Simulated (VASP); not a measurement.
# ZnO (P6_3mc) in VASP: further runs

ZnO is run at these levels: PBEsol; tasks: single point.

Everything below comes from runs of VASP 6.6.1. Logs are shortened: lines on timing, memory, paths and dates and some standing lists are left out, and cuts for length are marked.

**1. The cell of the first run**

Symmetry: P6_3mc, No. 186, hexagonal system. Conventional cell: a = 3.166 Å, b = 3.166 Å, c = 5.316 Å, α = 90.00°, β = 90.00°, γ = 120.00°. Within 2.6 Å of Zn (site symmetry 3m) lie 4 O at 1.96 Å. Within 2.6 Å of O (site symmetry 3m) lie 4 Zn at 1.96 Å.

**2. Single point, PBEsol**

The input, INCAR:

```
SYSTEM = ZnO
  PREC = Accurate
  ENCUT = 520
  EDIFF = 1E-6
  ISMEAR = 0
  SIGMA = 0.02
  LREAL = .False.
  LASPH = .True.
  NELM = 100
  ALGO = Normal
  ISIF = 2
  LWAVE = .False.
  LCHARG = .False.
  GGA = PS
  NBANDS = 26
```

The input, KPOINTS:

```
regular mesh
0
Gamma
  9 9 6
  0 0 0
```

The input, POSCAR:

```
ZnO
1.0
    3.1659064171      0.0000000000      0.0000000000
   -1.5829532085      2.7417553832      0.0000000000
    0.0000000000      0.0000000000      5.3164627934
Zn O
2 2
Direct
    0.6666666667      0.3333333333      0.5058056540
    0.3333333333      0.6666666667      0.0058056540
    0.6666666667      0.3333333333      0.8745043460
    0.3333333333      0.6666666667      0.3745043460
```

Potentials or basis: VASP PAW PBE potentials, release 64 (Zn, O).

Run with:

```console
$ cat potpaw_PBE.64/Zn/POTCAR potpaw_PBE.64/O/POTCAR > POTCAR
$ mpirun -np 1 vasp_std > vasp.out
```

OUTCAR:

```text
SYSTEM = ZnO
   PREC = Accurate
   ENCUT = 520
   EDIFF = 1E-6
   ISMEAR = 0
   LREAL = .False.
   LASPH = .True.
   NELM = 100
   ISIF = 2
   GGA = PS

 ion  position               nearest neighbor table
   1  0.667  0.333  0.506-   4 1.96   4 1.96   4 1.96   3 1.96
   2  0.333  0.667  0.006-   3 1.96   3 1.96   3 1.96   4 1.96
   3  0.667  0.333  0.875-   2 1.96   2 1.96   2 1.96   1 1.96
   4  0.333  0.667  0.375-   1 1.96   1 1.96   1 1.96   2 1.96

  LATTYP: Found a hexagonal cell.
 ALAT       =     3.1659064171
 C/A-ratio  =     1.6792861484

  Lattice vectors:

 A1 = (   3.1659064171,   0.0000000000,   0.0000000000)
 A2 = (  -1.5829532085,   2.7417553832,   0.0000000000)
 A3 = (   0.0000000000,   0.0000000000,   5.3164627934)

Analysis of symmetry for initial positions (statically):
=====================================================================
 Subroutine PRICEL returns:
 Original cell was already a primitive cell.

 Routine SETGRP: Setting up the symmetry group for a
 hexagonal supercell.

 Subroutine GETGRP returns: Found 12 space group operations
 (whereof  6 operations were pure point group operations)
 out of a pool of 24 trial point group operations.

The static configuration has the point symmetry C_3v.
 The point group associated with its full space group is C_6v.

Analysis of symmetry for dynamics (positions and initial velocities):
=====================================================================
 Subroutine PRICEL returns:
 Original cell was already a primitive cell.

 Routine SETGRP: Setting up the symmetry group for a
 hexagonal supercell.

 Subroutine GETGRP returns: Found 12 space group operations
 (whereof  6 operations were pure point group operations)
 out of a pool of 24 trial point group operations.

The dynamic configuration has the point symmetry C_3v.
 The point group associated with its full space group is C_6v.

 Subroutine INISYM returns: Found 12 space group operations
 (whereof  6 operations are pure point group operations),
 and found     1 'primitive' translations

----------------------------------------------------------------------------------------

                                     Primitive cell

  volume of cell :      46.1476

  direct lattice vectors                    reciprocal lattice vectors
[... 83 lines left out ...]
   ISTART =      0    job   : 0-new  1-cont  2-samecut
   ICHARG =      2    charge: 1-file 2-atom 10-const
   ISPIN  =      1    spin polarized calculation?
   LNONCOLLINEAR =      F non collinear calculations
   LSORBIT =      F    spin-orbit coupling
   LASPH  =      T    aspherical Exc in radial PAW
   ENCUT  =  520.0 eV  38.22 Ry    6.18 a.u.   5.89  5.89  9.89*2*pi/ulx,y,z
   NELM   =    100;   NELMIN=  2; NELMDL= -5     # of ELM steps
   EDIFF  = 0.1E-05   stopping-criterion for ELM
   LREAL  =      F    real-space projection
   EDIFFG = 0.1E-04   stopping-criterion for IOM
   NSW    =      0    number of steps for IOM
   IBRION =     -1    ionic relax: 0-MD 1-quasi-New 2-CG
   NFREE  =      0    steps in history (QN), initial steepest desc. (CG)
   ISIF   =      2    stress and relaxation
   ISYM   =      2    0-nonsym 1-usesym 2-fastsym
   POTIM  = 0.5000    time-step for ionic-motion
   TEBEG  =    0.0;   TEEND  =   0.0 temperature during run
   PSTRESS=    0.0 pullay stress
   NELECT =      36.0000    total number of electrons
   NUPDOWN=      -1.0000    fix difference up-down
   EMIN   =  10.00;   EMAX   =-10.00  energy-range for DOS
   EFERMI =   0.00;   METHOD = LEGACY
   ISMEAR =     0;   SIGMA  =   0.02  broadening in eV -4-tet -1-fermi 0-gaus
   EFERMI_NEDOS =   21; number of points for ismear=-14 and -15
   IALGO  =     38    algorithm
   IMIX   =      4    mixing-type and parameters
     AMIX     =   0.40;   BMIX     =  1.00
     AMIX_MAG =   1.60;   BMIX_MAG =  1.00
  volume/ion in A,a.u.               =      11.54        77.85
  Fermi-wavevector in a.u.,A,eV,Ry     =   1.507044  2.847899 30.901285  2.271180
  Thomas-Fermi vector in A             =   2.617681
   LORBIT       =      0    0 simple, 1 ext, 2 COOP (PROOUT), +10 PAW based schemes
   GGA     = PS    functional components
   LHFCALC =     F    Hartree Fock is set to
   AEXX    =    0.0000 exact exchange contribution
   IVDW    =     0    specifies the selected vdW correction
   LEPSILON=     F    determine dielectric tensor
   LRPA    =     F    only Hartree local field effects (RPA)
 non-spin polarized calculation
 Gauss-broadening in eV      SIGMA  =   0.02
  energy-cutoff  :      520.00
  volume of cell :       46.15
 maximum number of plane-waves:      1266
 NGX is ok and might be reduce to    24
   NGX = 11   NGY = 11   NGZ = 19

 number of electron      35.9999939 magnetization

 Free energy of the ion-electron system (eV)
  ---------------------------------------------------
  ext. energy  EPLUGINS =         0.00000000
  ---------------------------------------------------
  free energy    TOTEN  =       -19.37822348 eV

  energy without entropy =      -19.37822348  energy(sigma->0) =      -19.37822348

 E-fermi :   1.5226     XC(G=0): -11.3585

 val. band max:        1.3585652133   @ k =   0.0000   0.0000   0.0000
 cond. band min:       2.0175676794   @ k =   0.0000   0.0000   0.0000
 fundamental gap:      0.6590024661
 Fermi energy:         1.5225654793

 k-point     1 :       0.0000    0.0000    0.0000
  band No.  band energies     occupation
      1     -16.9585      2.00000
      2     -16.2231      2.00000
      3      -4.7963      2.00000
      4      -4.6143      2.00000
      5      -4.5013      2.00000
      6      -4.5013      2.00000
[... 685 lines left out ...]
     25      14.7493      0.00000
     26      15.9354      0.00000

 [... further k-points ...]
[... 5 lines left out ...]
  --------------------------------------------------------------------------------------
  -------------------------------------------------------------------------------------
  Total        1.5563645      1.5563645      0.2899726      0.0000000      0.0000000      0.0000000
  in kB       54.0346490     54.0346490     10.0674155      0.0000000      0.0000000      0.0000000
  external PRESSURE =      39.3789045 kB  Pullay stress =       0.0000000 kB

 VOLUME and BASIS-vectors are now :
 -----------------------------------------------------------------------------
  energy-cutoff  :      520.00
  volume of cell :       46.15
      direct lattice vectors                 reciprocal lattice vectors
     3.165906417  0.000000000  0.000000000     0.315865306  0.182364920  0.000000000
    -1.582953208  2.741755383  0.000000000     0.000000000  0.364729839  0.000000000
     0.000000000  0.000000000  5.316462793     0.000000000  0.000000000  0.188094987

 POSITION                                       TOTAL-FORCE (eV/Angst)
 -----------------------------------------------------------------------------------
      1.58295      0.91392      2.68910         0.000000      0.000000      0.009191
     -0.00000      1.82784      0.03087        -0.000000     -0.000000      0.009191
      1.58295      0.91392      4.64927         0.000000      0.000000     -0.009191
     -0.00000      1.82784      1.99104        -0.000000      0.000000     -0.009191
 -----------------------------------------------------------------------------------
    total drift:                                0.000000      0.000001     -0.000766

  FREE ENERGIE OF THE ION-ELECTRON SYSTEM (eV)
  ---------------------------------------------------
  free  energy   TOTEN  =       -19.3782234755 eV

  energy  without entropy=      -19.3782234755  energy(sigma->0) =      -19.37822348
```

It took 36 s on 1 thread of Intel Xeon Platinum 8488C (Sapphire Rapids), shared host; peak memory 0.18 GiB.

What came out:

* Free energy: -19.3782 eV
* Pressure: 3.9 GPa
* Largest force: 0.009 eV/Å
* Band gap on the k mesh: 0.66 eV, direct

Forces in eV/Å, atoms in the order of the input:
```
Zn   0.000  0.000  0.009
Zn   0.000  0.000  0.009
O    0.000  0.000 -0.009
O    0.000  0.000 -0.009
```

Stress tensor (GPa, compression positive):
```
5.40 0.00 0.00
0.00 5.40 0.00
0.00 0.00 1.01
```

Levels at points of the mesh, in eV from the valence-band top:
```
           k point  band 16  band 17  band 18  band 19  band 20  band 21
(0.00, 0.00, 0.00)    -0.14     0.00     0.00     0.66     5.40     7.83
(0.00, 0.00, 0.50)    -0.41    -0.41    -0.41     3.36     3.36     9.83
```

Caveat: the PAW data sets were made with another functional, which shifts forces and pressure a little. As with any semilocal functional, this PBEsol gap is likely too small.

**3. Single point, PBEsol**

This run uses another cell than the first one, of 11.78 Å³/atom, 1.021 times its volume.

The input, INCAR:

```
SYSTEM = ZnO
ALGO = Normal ; EDIFF = 1E-6
ENCUT = 520 ; GGA = PS
ISIF = 2 ; ISMEAR = 0
LASPH = .True. ; LCHARG = .False.
LREAL = .False. ; LWAVE = .False.
NBANDS = 26 ; NELM = 100
PREC = Accurate ; SIGMA = 0.02
```

The input, KPOINTS:

```
k-points
0
Gamma
  9 9 6
  0 0 0
```

The input, POSCAR:

```
ZnO
1.0
    3.2305167521      0.0000000000      0.0000000000
   -1.6152583760      2.7977095747      0.0000000000
    0.0000000000      0.0000000000      5.2139362911
Zn O
2 2
Direct
    0.6666666667      0.3333333333      0.5006385776
    0.3333333333      0.6666666667      0.0006385776
    0.6666666667      0.3333333333      0.8796714224
    0.3333333333      0.6666666667      0.3796714224
```

Potentials or basis: VASP PAW PBE potentials, release 64 (Zn, O).

Run with:

```console
$ cat potpaw_PBE.64/Zn/POTCAR potpaw_PBE.64/O/POTCAR > POTCAR
$ mpirun -np 1 vasp_std > vasp.out
```

OUTCAR:

```text
SYSTEM = ZnO
   EDIFF = 1E-6
   ENCUT = 520
   GGA = PS
   ISIF = 2
   ISMEAR = 0
   LASPH = .True.
   LREAL = .False.
   NELM = 100
   PREC = Accurate

 ion  position               nearest neighbor table
   1  0.667  0.333  0.501-   4 1.97   4 1.97   4 1.97   3 1.98
   2  0.333  0.667  0.001-   3 1.97   3 1.97   3 1.97   4 1.98
   3  0.667  0.333  0.880-   2 1.97   2 1.97   2 1.97   1 1.98
   4  0.333  0.667  0.380-   1 1.97   1 1.97   1 1.97   2 1.98

  LATTYP: Found a hexagonal cell.
[... 889 lines left out ...]
     25      14.4030      0.00000
     26      15.5096      0.00000

 [... further k-points ...]
[... 5 lines left out ...]
  --------------------------------------------------------------------------------------
  -------------------------------------------------------------------------------------
  Total        0.2125472      0.2125472      0.2154910      0.0000000     -0.0000000      0.0000000
  in kB        7.2264599      7.2264599      7.3265463      0.0000000     -0.0000000      0.0000000
  external PRESSURE =       7.2598220 kB  Pullay stress =       0.0000000 kB

 VOLUME and BASIS-vectors are now :
 -----------------------------------------------------------------------------
  energy-cutoff  :      520.00
  volume of cell :       47.12
      direct lattice vectors                 reciprocal lattice vectors
     3.230516752  0.000000000  0.000000000     0.309548000  0.178717621  0.000000000
    -1.615258376  2.797709575  0.000000000     0.000000000  0.357435242  0.000000000
     0.000000000  0.000000000  5.213936291     0.000000000  0.000000000  0.191793675

 POSITION                                       TOTAL-FORCE (eV/Angst)
 -----------------------------------------------------------------------------------
      1.61526      0.93257      2.61030        -0.000000      0.000000      0.002607
     -0.00000      1.86514      0.00333         0.000000      0.000000      0.002607
      1.61526      0.93257      4.58655         0.000000      0.000000     -0.002607
     -0.00000      1.86514      1.97958        -0.000000     -0.000000     -0.002607
 -----------------------------------------------------------------------------------
    total drift:                               -0.000000      0.000000      0.000814

  FREE ENERGIE OF THE ION-ELECTRON SYSTEM (eV)
  ---------------------------------------------------
  free  energy   TOTEN  =       -19.4105100057 eV

  energy  without entropy=      -19.4105100057  energy(sigma->0) =      -19.41051001
```

OSZICAR:

```text
N       E                     dE             d eps       ncg     rms          rms(c)
DAV:   1     0.294073301140E+03    0.29407E+03   -0.18183E+04  2504   0.203E+03
DAV:   2     0.101862780883E+02   -0.28389E+03   -0.26561E+03  2576   0.411E+02
DAV:   3    -0.215657186451E+02   -0.31752E+02   -0.31299E+02  2814   0.140E+02
DAV:   4    -0.222083559156E+02   -0.64264E+00   -0.64118E+00  2770   0.202E+01
DAV:   5    -0.222115120338E+02   -0.31561E-02   -0.31559E-02  2736   0.148E+00    0.142E+01
DAV:   6    -0.192822226565E+02    0.29293E+01   -0.55760E+00  3882   0.602E+01    0.918E+00
DAV:   7    -0.194591770211E+02   -0.17695E+00   -0.26223E+00  2580   0.158E+01    0.547E+00
DAV:   8    -0.194591888336E+02   -0.11813E-04   -0.50403E-01  3636   0.726E+00    0.163E+00
DAV:   9    -0.194083754044E+02    0.50813E-01   -0.94709E-02  3688   0.609E+00    0.347E-01
DAV:  10    -0.194104693249E+02   -0.20939E-02   -0.38046E-02  2524   0.132E+00    0.111E-01
DAV:  11    -0.194104827670E+02   -0.13442E-04   -0.60216E-04  2684   0.222E-01    0.247E-02
DAV:  12    -0.194105102951E+02   -0.27528E-04   -0.25050E-05  2602   0.392E-02    0.172E-02
DAV:  13    -0.194105100057E+02    0.28935E-06   -0.28428E-06  2492   0.316E-02
   1 F= -.19410510E+02 E0= -.19410510E+02  d E =-.121008E-12
```

stdout:

```text
POSCAR found type information on POSCAR ZnO
 POSCAR found :  2 types and       4 ions
 scaLAPACK will be used
 -----------------------------------------------------------------------------
|                                                                             |
|                                                                             |
|     You enforced a specific xc type in the INCAR file but a different       |
|     I HOPE YOU KNOW WHAT YOU ARE DOING!                                     |
|                                                                             |
 -----------------------------------------------------------------------------

 LDA part: xc-table for (Slater+PW92), standard interpolation
 POSCAR, INCAR and KPOINTS ok, starting setup
 FFT: planning ... GRIDC
 FFT: planning ... GRID_SOFT
 FFT: planning ... GRID
 WAVECAR not read
 entering main loop
```

Run time: 34 s. Hardware: 1 thread of Intel Xeon Platinum 8488C (Sapphire Rapids), shared host; peak memory 0.18 GiB.

What came out:

| Property | Result |
| --- | --- |
| Free energy | -19.4105 eV |
| Pressure | 0.7 GPa |
| Band gap on the k mesh | 0.69 eV, direct |

Forces on the atoms (eV/Å):
```
Zn   0.000  0.000  0.003
Zn   0.000  0.000  0.003
O    0.000  0.000 -0.003
O    0.000  0.000 -0.003
```

Levels at points of the mesh, in eV from the valence-band top:
```csv
k point,band 14,band 15,band 16,band 17,band 18,band 19,band 20,band 21,band 22,band 23
"(0.00, 0.00, 0.00)",-0.81,-0.81,-0.09,0.00,0.00,0.69,5.15,8.10,12.83,12.83
"(0.00, 0.00, 0.50)",-2.28,-0.40,-0.40,-0.40,-0.40,3.38,3.38,9.96,9.96,13.12
```

Caveat: the PAW data sets were made with another functional, which shifts forces and pressure a little.

**4. Single point, PBEsol (biaxial strain in the a-b plane: +2.0 %, then relaxed in part)**

The input, INCAR:

```
SYSTEM = ZnO
PREC = Accurate
ENCUT = 520
EDIFF = 1E-6
ISMEAR = 0
SIGMA = 0.02
LREAL = .FALSE.
LASPH = .TRUE.
NELM = 100
ALGO = Normal
ISIF = 2
LWAVE = .FALSE.
LCHARG = .FALSE.
GGA = PS
NBANDS = 26
```

The input, KPOINTS:

```
Automatic mesh
0
G
  9 9 6
  0 0 0
```

The input, POSCAR:

```
ZnO
1.0
    3.2951270871      0.0000000000      0.0000000000
   -1.6475635436      2.8536637661      0.0000000000
    0.0000000000      0.0000000000      5.1046944380
Zn O
2 2
Direct
    0.6666666667      0.3333333333      0.4953089552
    0.3333333333      0.6666666667     -0.0046910448
    0.6666666667      0.3333333333      0.8850010448
    0.3333333333      0.6666666667      0.3850010448
```

Run with:

```console
$ cat potpaw_PBE.64/Zn/POTCAR potpaw_PBE.64/O/POTCAR > POTCAR
$ mpirun -np 1 vasp_std > vasp.out
```

It took 54 s on 1 thread of Intel Xeon Platinum 8488C (Sapphire Rapids), shared host; peak memory 0.2 GiB.

Results (log left out):

* Free energy: -19.3918 eV
* Pressure: -1.9 GPa
* Largest force: 0.007 eV/Å
* Band gap on the k mesh: 0.71 eV, direct

Forces in eV/Å, atoms in the order of the input:
```
Zn   0.000  0.000 -0.007
Zn   0.000  0.000 -0.007
O    0.000  0.000  0.007
O    0.000  0.000  0.007
```

Stress tensor (GPa, compression positive):
```
-3.26  0.00  0.00
 0.00 -3.26  0.00
 0.00  0.00  0.94
```

Levels at points of the mesh, in eV from the valence-band top:
| k point | band 14 | band 15 | band 16 | band 17 | band 18 | band 19 | band 20 | band 21 | band 22 | band 23 |
| --- | --- | --- | --- | --- | --- | --- | --- | --- | --- | --- |
| (0.00, 0.00, 0.00) | -0.80 | -0.80 | -0.08 | 0.00 | 0.00 | 0.71 | 4.94 | 8.39 | 12.39 | 12.39 |
| (0.00, 0.00, 0.50) | -2.15 | -0.39 | -0.39 | -0.39 | -0.39 | 3.41 | 3.41 | 10.14 | 10.14 | 12.66 |

Caveat: the cell differs from its parent crystal (biaxial strain in the a-b plane: +2.0 %, then relaxed in part); the PAW data sets were made with another functional, which shifts forces and pressure a little.

[end of part 1 of 2]
